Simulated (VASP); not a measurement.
# ZrSe2 (P-3m1) in VASP: relaxation of the atoms with PBE

Aim: the relaxation of the atoms of ZrSe2 with PBE.

Everything below comes from runs of VASP 6.6.1. Logs are shortened: lines on timing, memory, paths and dates and some standing lists are left out, and cuts for length are marked.

### 1 The cell of the first run

The structure is trigonal, space group P-3m1 (No. 164). The conventional cell has a = 3.811 Å, b = 3.811 Å, c = 6.400 Å, α = 90.00°, β = 90.00°, γ = 120.00°. Zr (site symmetry -3m) has 6 Se at 2.70 Å within 3.6 Å. Se (site symmetry 3m) has 3 Zr at 2.70 Å within 3.6 Å.

### 2 Relaxation of the atoms, PBE

INCAR reads:

```
PREC = Accurate
ENCUT = 450
EDIFF = 1E-7
ISMEAR = -1
SIGMA = 0.01
LREAL = False
LASPH = True
NELM = 120
ALGO = Normal
ISIF = 2
LWAVE = False
LCHARG = False
GGA = PE
IBRION = 2
NSW = 80
EDIFFG = -0.02
GGA_COMPAT = False
NELMIN = 4
```

KPOINTS reads:

```
regular mesh
0
Gamma
  10 10 5
```

POSCAR reads:

```
ZrSe2
1.0
    3.8111525102      0.0000000000      0.0000000000
   -1.9055762551      3.3005548915      0.0000000000
    0.0000000000      0.0000000000      6.3999068900
Zr Se
1 2
Direct
    0.0000000000      0.0000000000      0.0000000000
    0.6666666667      0.3333333333      0.7558824100
    0.3333333333      0.6666666667      0.2441175900
```

Potentials or basis: VASP PAW PBE potentials, release 64 (Zr_sv, Se).

Started as:

```bash
$ cat potpaw_PBE.64/Zr_sv/POTCAR potpaw_PBE.64/Se/POTCAR > POTCAR
$ mpirun -np 1 vasp_std > vasp.out
```

OUTCAR:

```text
PREC = Accurate
   ENCUT = 450
   EDIFF = 1E-7
   ISMEAR = -1
   LREAL = False
   LASPH = True
   NELM = 120
   ISIF = 2
   GGA = PE
   IBRION = 2
   NSW = 80
   EDIFFG = -0.02
   NELMIN = 4

 ion  position               nearest neighbor table
   1  0.000  0.000  0.000-   2 2.70   3 2.70   3 2.70   2 2.70   2 2.70   3 2.70
   2  0.667  0.333  0.756-   1 2.70   1 2.70   1 2.70
   3  0.333  0.667  0.244-   1 2.70   1 2.70   1 2.70

  LATTYP: Found a hexagonal cell.
 ALAT       =     3.8111525102
 C/A-ratio  =     1.6792576190

  Lattice vectors:

 A1 = (   3.8111525102,   0.0000000000,   0.0000000000)
 A2 = (  -1.9055762551,   3.3005548915,   0.0000000000)
 A3 = (   0.0000000000,   0.0000000000,   6.3999068900)

Analysis of symmetry for initial positions (statically):
=====================================================================
 Subroutine PRICEL returns:
 Original cell was already a primitive cell.

 Routine SETGRP: Setting up the symmetry group for a
 hexagonal supercell.

 Subroutine GETGRP returns: Found 12 space group operations
 (whereof 12 operations were pure point group operations)
 out of a pool of 24 trial point group operations.

The static configuration has the point symmetry D_3d.

Analysis of symmetry for dynamics (positions and initial velocities):
=====================================================================
 Subroutine PRICEL returns:
 Original cell was already a primitive cell.

 Routine SETGRP: Setting up the symmetry group for a
 hexagonal supercell.

 Subroutine GETGRP returns: Found 12 space group operations
 (whereof 12 operations were pure point group operations)
 out of a pool of 24 trial point group operations.

The dynamic configuration has the point symmetry D_3d.

 Subroutine INISYM returns: Found 12 space group operations
 (whereof 12 operations are pure point group operations),
 and found     1 'primitive' translations

----------------------------------------------------------------------------------------

                                     Primitive cell

  volume of cell :      80.5039

  direct lattice vectors                    reciprocal lattice vectors
     3.811152510  0.000000000  0.000000000     0.262387820  0.151489679  0.000000000
    -1.905576255  3.300554892  0.000000000     0.000000000  0.302979357  0.000000000
[... 96 lines left out ...]
   TEBEG  =    0.0;   TEEND  =   0.0 temperature during run
   PSTRESS=    0.0 pullay stress
   NELECT =      24.0000    total number of electrons
   NUPDOWN=      -1.0000    fix difference up-down
   EMIN   =  10.00;   EMAX   =-10.00  energy-range for DOS
   EFERMI =   0.00;   METHOD = LEGACY
   ISMEAR =    -1;   SIGMA  =   0.01  broadening in eV -4-tet -1-fermi 0-gaus
   EFERMI_NEDOS =   21; number of points for ismear=-14 and -15
   IALGO  =     38    algorithm
   IMIX   =      4    mixing-type and parameters
     AMIX     =   0.40;   BMIX     =  1.00
     AMIX_MAG =   1.60;   BMIX_MAG =  1.00
  volume/ion in A,a.u.               =      26.83       181.09
  Fermi-wavevector in a.u.,A,eV,Ry     =   1.093636  2.066673 16.273118  1.196040
  Thomas-Fermi vector in A             =   2.229926
   LORBIT       =      0    0 simple, 1 ext, 2 COOP (PROOUT), +10 PAW based schemes
   GGA     = PE    functional components
   LHFCALC =     F    Hartree Fock is set to
   AEXX    =    0.0000 exact exchange contribution
   IVDW    =     0    specifies the selected vdW correction
   LEPSILON=     F    determine dielectric tensor
   LRPA    =     F    only Hartree local field effects (RPA)
 conjugate gradient relaxation of ions
 non-spin polarized calculation
  energy-cutoff  :      450.00
  volume of cell :       80.50
 maximum number of plane-waves:      1770
 NGX is ok and might be reduce to    28
   NGX = 13   NGY = 13   NGZ = 23

--------------------------------------- Ionic step        1  -------------------------------------------

 number of electron      24.0000002 magnetization

 Free energy of the ion-electron system (eV)
  ---------------------------------------------------
  ext. energy  EPLUGINS =         0.00000000
  ---------------------------------------------------
  free energy    TOTEN  =       -19.59155046 eV

  energy without entropy =      -19.59155046  energy(sigma->0) =      -19.59155046

------------------------ aborting loop because EDIFF is reached ----------------------------------------

  FORCE on cell =-STRESS in cart. coord.  units (eV):
  Direction    XX          YY          ZZ          XY          YZ          ZX
  --------------------------------------------------------------------------------------
  -------------------------------------------------------------------------------------
  Total        0.1098640      0.1098640      0.7089337      0.0000000      0.0000000     -0.0000000
  in kB        2.1864972      2.1864972     14.1090976      0.0000000      0.0000000     -0.0000000
  external PRESSURE =       6.1606974 kB  Pullay stress =       0.0000000 kB
[... 61 lines left out ...]
--------------------------------------- Ionic step        3  -------------------------------------------

 number of electron      24.0000002 magnetization

 Free energy of the ion-electron system (eV)
  ---------------------------------------------------
  ext. energy  EPLUGINS =         0.00000000
  ---------------------------------------------------
  free energy    TOTEN  =       -19.59336300 eV

  energy without entropy =      -19.59336300  energy(sigma->0) =      -19.59336300

 E-fermi :   4.0184     XC(G=0):  -9.2420

 val. band max:        3.8138386850   @ k =   0.0000   0.0000   0.0000
 cond. band min:       4.2463529061   @ k =   0.5000  -0.0000   0.4000
 fundamental gap:      0.4325142211
 Fermi energy:         4.0184014859

 k-point     1 :       0.0000    0.0000    0.0000
  band No.  band energies     occupation
      1     -45.6717      2.00000
      2     -23.7029      2.00000
      3     -23.6009      2.00000
      4     -23.6009      2.00000
      5      -9.2111      2.00000
      6      -8.1008      2.00000
[... 433 lines left out ...]
      3     -23.6621      2.00000
      4     -23.6382      2.00000
      5      -8.3204      2.00000
      6      -8.0000      2.00000
[... 8 lines left out ...]
     15       6.6989      0.00000
     16       8.5660      0.00000

 [... further k-points ...]

------------------------ aborting loop because EDIFF is reached ----------------------------------------

  FORCE on cell =-STRESS in cart. coord.  units (eV):
  Direction    XX          YY          ZZ          XY          YZ          ZX
  --------------------------------------------------------------------------------------
  -------------------------------------------------------------------------------------
  Total       -0.1363221     -0.1363221      0.2901362     -0.0000000      0.0000000      0.0000000
  in kB       -2.7130630     -2.7130630      5.7742495     -0.0000000      0.0000000      0.0000000
  external PRESSURE =       0.1160412 kB  Pullay stress =       0.0000000 kB
[... 18 lines left out ...]
  FREE ENERGIE OF THE ION-ELECTRON SYSTEM (eV)
  ---------------------------------------------------
  free  energy   TOTEN  =       -19.5933629985 eV

  energy  without entropy=      -19.5933629985  energy(sigma->0) =      -19.59336300

 reached required accuracy - stopping structural energy minimisation
```

OSZICAR:

```text
N       E                     dE             d eps       ncg     rms          rms(c)
DAV:   1     0.159565347369E+03    0.15957E+03   -0.10876E+04  1856   0.122E+03
DAV:   2    -0.122597712412E+02   -0.17183E+03   -0.17013E+03  2464   0.288E+02
DAV:   3    -0.211130709058E+02   -0.88533E+01   -0.88406E+01  3400   0.616E+01
[... 25 lines left out ...]
DAV:   3    -0.195933675772E+02    0.10303E-04   -0.64595E-05  2496   0.477E-02    0.458E-02
DAV:   4    -0.195933638655E+02    0.37117E-05   -0.24683E-05  2232   0.276E-02    0.649E-03
DAV:   5    -0.195933633283E+02    0.53719E-06   -0.26082E-06  2280   0.950E-03    0.321E-03
DAV:   6    -0.195933630649E+02    0.26338E-06   -0.51699E-07  2088   0.418E-03    0.166E-03
DAV:   7    -0.195933629985E+02    0.66450E-07   -0.67472E-08  1176   0.159E-03
   3 F= -.19593363E+02 E0= -.19593363E+02  d E =-.181254E-02
```

Run time: 3.8 min. Hardware: 1 thread of Intel Xeon 8259CL, shared host; peak memory 0.23 GiB.

Results:

```
Free energy                  : -19.5934 eV
Energy gained by relaxing    : 0.6 meV/atom
Ionic steps                  : 3
Pressure after relaxing      : 0.0 GPa
Largest force after relaxing : 0.007 eV/Å
Band gap on the k mesh       : 0.43 eV (least direct gap 1.11 eV)
```

Forces on the atoms (eV/Å):
```
Zr   0.000  0.000  0.000
Se   0.000  0.000  0.007
Se   0.000  0.000 -0.007
```

The path:
```
step  energy change (eV)  largest force (eV/Å)  pressure (GPa)
   1              0.0000                0.1347            0.62
   2             -0.0013                0.0702            0.34
   3             -0.0018                0.0075            0.01
```

Final structure:
```xyz
3
Lattice="3.8112 0.0000 0.0000 -1.9056 3.3006 0.0000 0.0000 0.0000 6.3999" Properties=species:S:1:pos:R:3 pbc="T T T"
Zr    0.0000    0.0000    0.0000
Se    1.9056    1.1002    4.8232
Se    0.0000    2.2004    1.5767
```

Caveat: an odd mesh through Γ misses points on the zone boundary, where band edges can lie; this functional lacks dispersion, which binds the layers, so the pressure and a relaxed spacing across them are unreliable.
